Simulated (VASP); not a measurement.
# FeSi8 (P-43m) in VASP: single point with PBE

Aim: the single point of FeSi8 with PBE.

All numbers are computed with VASP 6.6.1; they aren't measurements. Logs are shortened: lines on timing, memory, paths and dates and some standing lists are left out, and cuts for length are marked.

## 1. The cell of the first run

The structure is cubic, space group P-43m (No. 215). The conventional cell has a = 5.470 Å, b = 5.470 Å, c = 5.470 Å, α = 90.00°, β = 90.00°, γ = 90.00°. Within 3.1 Å of Fe (site symmetry -43m) lie 10 Si at 2.37 to 2.73 Å. Within 3.1 Å of Si (site symmetry -43m) lie 4 Si at 2.37 Å. Within 3.1 Å of Si (site symmetry -42m) lie 4 Si at 2.37 Å and 2 Fe at 2.73 Å. Si (site symmetry 3m) has 1 Fe at 2.37 Å and 4 Si at 2.37 Å within 3.1 Å.

## 2. Single point, PBE, collinear spin, ferromagnetic start

INCAR

```
SYSTEM = FeSi8
  ALGO = Normal
  EDIFF = 1E-6
  ENCUT = 600
  GGA = PE
  GGA_COMPAT = .False.
  ISIF = 2
  ISMEAR = -1
  ISPIN = 2
  LASPH = .True.
  LCHARG = .False.
  LMAXMIX = 4
  LORBIT = 11
  LREAL = .False.
  LWAVE = .False.
  MAGMOM = 2 0 0 0 0 0 0 0 0
  NBANDS = 34
  NELM = 200
  PREC = Accurate
  SIGMA = 0.1
```

KPOINTS

```
k-points
0
Gamma
  1 1 1
  0 0 0
```

POSCAR

```
FeSi8
1.0
    5.4700000000      0.0000000000      0.0000000000
    0.0000000000      5.4700000000      0.0000000000
    0.0000000000      0.0000000000      5.4700000000
Fe Si
1 8
Direct
    0.5000000000      0.5000000000      0.5000000000
    0.0000000000      0.0000000000      0.0000000000
    0.0000000000      0.5000000000      0.5000000000
    0.5000000000      0.0000000000      0.5000000000
    0.5000000000      0.5000000000      0.0000000000
    0.2500000000      0.2500000000      0.2500000000
    0.2500000000      0.7500000000      0.7500000000
    0.7500000000      0.2500000000      0.7500000000
    0.7500000000      0.7500000000      0.2500000000
```

Potentials or basis: VASP PAW PBE potentials, release 64 (Fe, Si).

Started as:

```sh
$ cat potpaw_PBE.64/Fe/POTCAR potpaw_PBE.64/Si/POTCAR > POTCAR
$ mpirun -np 1 vasp_gam > vasp.out
```

OUTCAR:

```text
SYSTEM = FeSi8
   EDIFF = 1E-6
   ENCUT = 600
   GGA = PE
   ISIF = 2
   ISMEAR = -1
   ISPIN = 2
   LASPH = .True.
   LORBIT = 11
   LREAL = .False.
   NELM = 200
   PREC = Accurate

 ion  position               nearest neighbor table
   1  0.500  0.500  0.500-   6 2.37   7 2.37   8 2.37   9 2.37   4 2.73   5 2.73   3 2.73   5 2.73
                             4 2.73   3 2.73
   2  0.000  0.000  0.000-   6 2.37   7 2.37   8 2.37   9 2.37
   3  0.000  0.500  0.500-   6 2.37   7 2.37   8 2.37   9 2.37   1 2.73   1 2.73
   4  0.500  0.000  0.500-   6 2.37   7 2.37   8 2.37   9 2.37   1 2.73   1 2.73
   5  0.500  0.500  0.000-   6 2.37   7 2.37   8 2.37   9 2.37   1 2.73   1 2.73
   6  0.250  0.250  0.250-   1 2.37   2 2.37   3 2.37   4 2.37   5 2.37
   7  0.250  0.750  0.750-   1 2.37   2 2.37   3 2.37   4 2.37   5 2.37
   8  0.750  0.250  0.750-   1 2.37   2 2.37   3 2.37   4 2.37   5 2.37
   9  0.750  0.750  0.250-   1 2.37   2 2.37   3 2.37   4 2.37   5 2.37

  LATTYP: Found a simple cubic cell.
 ALAT       =     5.4700000000

  Lattice vectors:

 A1 = (   5.4700000000,   0.0000000000,   0.0000000000)
 A2 = (   0.0000000000,   5.4700000000,   0.0000000000)
 A3 = (   0.0000000000,   0.0000000000,   5.4700000000)

Analysis of symmetry for initial positions (statically):
=====================================================================
 Subroutine PRICEL returns:
 Original cell was already a primitive cell.

 Routine SETGRP: Setting up the symmetry group for a
 simple cubic supercell.

 Subroutine GETGRP returns: Found 24 space group operations
 (whereof 24 operations were pure point group operations)
 out of a pool of 48 trial point group operations.

The static configuration has the point symmetry T_d .

Analysis of symmetry for dynamics (positions and initial velocities):
=====================================================================
 Subroutine PRICEL returns:
 Original cell was already a primitive cell.

 Routine SETGRP: Setting up the symmetry group for a
 simple cubic supercell.

 Subroutine GETGRP returns: Found 24 space group operations
 (whereof 24 operations were pure point group operations)
 out of a pool of 48 trial point group operations.

The dynamic configuration has the point symmetry T_d .

Analysis of structural, dynamic, and magnetic symmetry:
=====================================================================
 Subroutine PRICEL returns:
 Original cell was already a primitive cell.

 Routine SETGRP: Setting up the symmetry group for a
 simple cubic supercell.

 Subroutine GETGRP returns: Found 24 space group operations
 (whereof 24 operations were pure point group operations)
 out of a pool of 48 trial point group operations.

The overall configuration has the point symmetry T_d .

 Subroutine INISYM returns: Found 24 space group operations
 (whereof 24 operations are pure point group operations),
 and found     1 'primitive' translations

----------------------------------------------------------------------------------------

                                     Primitive cell

  volume of cell :     163.6673

  direct lattice vectors                    reciprocal lattice vectors
     5.470000000  0.000000000  0.000000000     0.182815356  0.000000000  0.000000000
     0.000000000  5.470000000  0.000000000     0.000000000  0.182815356  0.000000000
     0.000000000  0.000000000  5.470000000     0.000000000  0.000000000  0.182815356

  length of vectors
     5.470000000  5.470000000  5.470000000     0.182815356  0.182815356  0.182815356

  position of ions in fractional coordinates (direct lattice)
     0.500000000  0.500000000  0.500000000
     0.000000000  0.000000000  0.000000000
     0.000000000  0.500000000  0.500000000
     0.500000000  0.000000000  0.500000000
     0.500000000  0.500000000  0.000000000
     0.250000000  0.250000000  0.250000000
     0.250000000  0.750000000  0.750000000
     0.750000000  0.250000000  0.750000000
     0.750000000  0.750000000  0.250000000

  ion indices of the primitive-cell ions
   primitive index   ion index
                 1           1
                 2           2
                 3           3
                 4           4
                 5           5
                 6           6
                 7           7
                 8           8
                 9           9

----------------------------------------------------------------------------------------

 KPOINTS: k-points

Automatic generation of k-mesh.
 Grid dimensions read from file:
 generate k-points for:    1    1    1

 Generating k-lattice:

  Cartesian coordinates                     Fractional coordinates (reciprocal lattice)
     0.182815356  0.000000000  0.000000000     1.000000000  0.000000000  0.000000000
     0.000000000  0.182815356  0.000000000     0.000000000  1.000000000  0.000000000
     0.000000000  0.000000000  0.182815356     0.000000000  0.000000000  1.000000000

  Length of vectors
     0.182815356  0.182815356  0.182815356

  Shift w.r.t. Gamma in fractional coordinates (k-lattice)
     0.000000000  0.000000000  0.000000000

 Subroutine IBZKPT returns following result:
 ===========================================

 Found      1 irreducible k-points:

 Following reciprocal coordinates:
            Coordinates               Weight
  0.000000  0.000000  0.000000      1.000000
   k-points           NKPTS =      1   k-points in BZ     NKDIM =      1   number of bands    NBANDS=     34
   number of dos      NEDOS =    301   number of ions     NIONS =      9
   total plane-waves  NPLWV = 110592
   dimension x,y,z NGX =    48 NGY =   48 NGZ =   48
   dimension x,y,z NGXF=    96 NGYF=   96 NGZF=   96
   ions per type =               1   8
   NGX,Y,Z   is equivalent  to a cutoff of  14.59, 14.59, 14.59 a.u.
   NGXF,Y,Z  is equivalent  to a cutoff of  29.18, 29.18, 29.18 a.u.
 SYSTEM =  FeSi8
   PREC   = accura    normal or accurate (medium, high low for compatibility)
   ISTART =      0    job   : 0-new  1-cont  2-samecut
   ICHARG =      2    charge: 1-file 2-atom 10-const
   ISPIN  =      2    spin polarized calculation?
   LNONCOLLINEAR =      F non collinear calculations
   LSORBIT =      F    spin-orbit coupling
   LASPH  =      T    aspherical Exc in radial PAW
   ENCUT  =  600.0 eV  44.10 Ry    6.64 a.u.  10.92 10.92 10.92*2*pi/ulx,y,z
   NELM   =    200;   NELMIN=  2; NELMDL= -5     # of ELM steps
   EDIFF  = 0.1E-05   stopping-criterion for ELM
   LREAL  =      F    real-space projection
   EDIFFG = 0.1E-04   stopping-criterion for IOM
   NSW    =      0    number of steps for IOM
   IBRION =     -1    ionic relax: 0-MD 1-quasi-New 2-CG
   NFREE  =      0    steps in history (QN), initial steepest desc. (CG)
   ISIF   =      2    stress and relaxation
   ISYM   =      2    0-nonsym 1-usesym 2-fastsym
   POTIM  = 0.5000    time-step for ionic-motion
   TEBEG  =    0.0;   TEEND  =   0.0 temperature during run
   PSTRESS=    0.0 pullay stress
   NELECT =      40.0000    total number of electrons
   NUPDOWN=      -1.0000    fix difference up-down
   EMIN   =  10.00;   EMAX   =-10.00  energy-range for DOS
   EFERMI =   0.00;   METHOD = LEGACY
   ISMEAR =    -1;   SIGMA  =   0.10  broadening in eV -4-tet -1-fermi 0-gaus
   EFERMI_NEDOS =   21; number of points for ismear=-14 and -15
   IALGO  =     38    algorithm
   IMIX   =      4    mixing-type and parameters
     AMIX     =   0.40;   BMIX     =  1.00
     AMIX_MAG =   1.60;   BMIX_MAG =  1.00
  volume/ion in A,a.u.               =      18.19       122.72
  Fermi-wavevector in a.u.,A,eV,Ry     =   1.023546  1.934222 14.254104  1.047647
  Thomas-Fermi vector in A             =   2.157286
   LORBIT       =     11    0 simple, 1 ext, 2 COOP (PROOUT), +10 PAW based schemes
   GGA     = PE    functional components
   LHFCALC =     F    Hartree Fock is set to
   AEXX    =    0.0000 exact exchange contribution
   IVDW    =     0    specifies the selected vdW correction
   LEPSILON=     F    determine dielectric tensor
   LRPA    =     F    only Hartree local field effects (RPA)
 spin polarized calculation
  energy-cutoff  :      600.00
  volume of cell :      163.67
 maximum number of plane-waves:      2725
 NGX is ok and might be reduce to    42
   NGX = 21   NGY = 21   NGZ = 21

 number of electron      39.9999992 magnetization       2.9468853

 Free energy of the ion-electron system (eV)
  ---------------------------------------------------
  ext. energy  EPLUGINS =         0.00000000
  ---------------------------------------------------
  free energy    TOTEN  =       -44.75707570 eV

  energy without entropy =      -44.42981430  energy(sigma->0) =      -44.59344500

 E-fermi :   6.0891     XC(G=0):  -9.9039

 val. band max:        6.0090887135   @ k =   0.0000   0.0000   0.0000
 cond. band min:       6.4338794160   @ k =   0.0000   0.0000   0.0000
 fundamental gap:      0.4247907025
 Fermi energy:         6.0891216231

 spin component 1

 k-point     1 :       0.0000    0.0000    0.0000
  band No.  band energies     occupation
      1      -6.1048      1.00000
      2      -2.2478      1.00000
      3      -2.0536      1.00000
      4      -2.0536      1.00000
      5      -2.0286      1.00000
      6      -2.0286      1.00000
[... 24 lines left out ...]
     31       9.1402      0.00000
     32      13.7143      0.00000
 Fermi energy:         6.0891216231

 spin component 2

 k-point     1 :       0.0000    0.0000    0.0000
  band No.  band energies     occupation
      1      -5.8304      1.00000
      2      -2.0061      1.00000
      3      -1.7745      1.00000
      4      -1.7745      1.00000
      5      -1.7745      1.00000
      6      -1.6544      1.00000
[... 24 lines left out ...]
     31       9.4176      0.00000
     32      13.8774      0.00000
 [bands above 32 left out]

------------------------ aborting loop because EDIFF is reached ----------------------------------------

  FORCE on cell =-STRESS in cart. coord.  units (eV):
  Direction    XX          YY          ZZ          XY          YZ          ZX
  --------------------------------------------------------------------------------------
  -------------------------------------------------------------------------------------
  Total       -2.4079392     -2.4079392     -2.4079392     -0.0000000      0.0000000      0.0000000
  in kB      -23.5718742    -23.5718742    -23.5718742     -0.0000000      0.0000000      0.0000000
  external PRESSURE =     -23.5718742 kB  Pullay stress =       0.0000000 kB

 VOLUME and BASIS-vectors are now :
 -----------------------------------------------------------------------------
  energy-cutoff  :      600.00
  volume of cell :      163.67
      direct lattice vectors                 reciprocal lattice vectors
     5.470000000  0.000000000  0.000000000     0.182815356  0.000000000  0.000000000
     0.000000000  5.470000000  0.000000000     0.000000000  0.182815356  0.000000000
     0.000000000  0.000000000  5.470000000     0.000000000  0.000000000  0.182815356

 POSITION                                       TOTAL-FORCE (eV/Angst)
 -----------------------------------------------------------------------------------
      2.73500      2.73500      2.73500         0.000000     -0.000000      0.000000
      0.00000      0.00000      0.00000         0.000000     -0.000000      0.000000
      0.00000      2.73500      2.73500         0.000000     -0.000000      0.000000
      2.73500      0.00000      2.73500         0.000000     -0.000000      0.000000
      2.73500      2.73500      0.00000         0.000000     -0.000000      0.000000
      1.36750      1.36750      1.36750         1.043753      1.043753      1.043753
      1.36750      4.10250      4.10250         1.043753     -1.043753     -1.043753
      4.10250      1.36750      4.10250        -1.043753      1.043753     -1.043753
      4.10250      4.10250      1.36750        -1.043753     -1.043753      1.043753
 -----------------------------------------------------------------------------------
    total drift:                               -0.000000     -0.000000     -0.000000

  FREE ENERGIE OF THE ION-ELECTRON SYSTEM (eV)
  ---------------------------------------------------
  free  energy   TOTEN  =       -44.7570756964 eV

  energy  without entropy=      -44.4298143044  energy(sigma->0) =      -44.59344500

 total charge

# of ion       s       p       d       tot
------------------------------------------
    1        0.567   0.460   6.302   7.329
    2        0.818   0.834   0.000   1.652
    3        0.682   0.903   0.000   1.585
    4        0.682   0.903   0.000   1.585
    5        0.682   0.903   0.000   1.585
    6        0.699   0.952   0.000   1.651
    7        0.699   0.952   0.000   1.651
    8        0.699   0.952   0.000   1.651
    9        0.699   0.952   0.000   1.651
--------------------------------------------------
tot          6.226   7.811   6.302  20.338

 magnetization (x)

# of ion       s       p       d       tot
------------------------------------------
    1        0.082   0.002   0.751   0.836
    2        0.014   0.055   0.000   0.068
    3        0.015   0.158   0.000   0.172
    4        0.015   0.158   0.000   0.172
    5        0.015   0.158   0.000   0.172
    6        0.005   0.068   0.000   0.073
    7        0.005   0.068   0.000   0.073
    8        0.005   0.068   0.000   0.073
    9        0.005   0.068   0.000   0.073
--------------------------------------------------
tot          0.161   0.801   0.751   1.712
```

Run time: 70 s. Hardware: 1 thread of Intel Xeon 8259CL, shared host; peak memory 0.38 GiB.

Results:

```yaml
Free_energy: -44.7571 eV
Pressure: -2.4 GPa
Band_gap_on_the_k_mesh: 0.42 eV
Net_moment: 2.95 μB per cell
Site_moments: Fe +0.84; Si +0.07, +0.17 μB
Valence_electrons_inside_the_program's_atomic_spheres: Fe 7.33; Si 1.65, 1.58
```

Levels at points of the mesh, in eV from the valence-band top:
Spin up:
| k point | band 20 | band 21 | band 22 | band 23 | band 24 | band 25 |
| --- | --- | --- | --- | --- | --- | --- |
| (0.00, 0.00, 0.00) | -0.08 | -0.08 | -0.08 | 0.95 | 0.95 | 1.23 |
Spin down:
| k point | band 16 | band 17 | band 18 | band 19 | band 20 | band 21 | band 22 | band 23 |
| --- | --- | --- | --- | --- | --- | --- | --- | --- |
| (0.00, 0.00, 0.00) | -1.46 | -0.11 | -0.11 | 0.00 | 0.42 | 0.42 | 0.42 | 1.11 |

Caveat: the k points lie up to 1.15 Å⁻¹ apart.
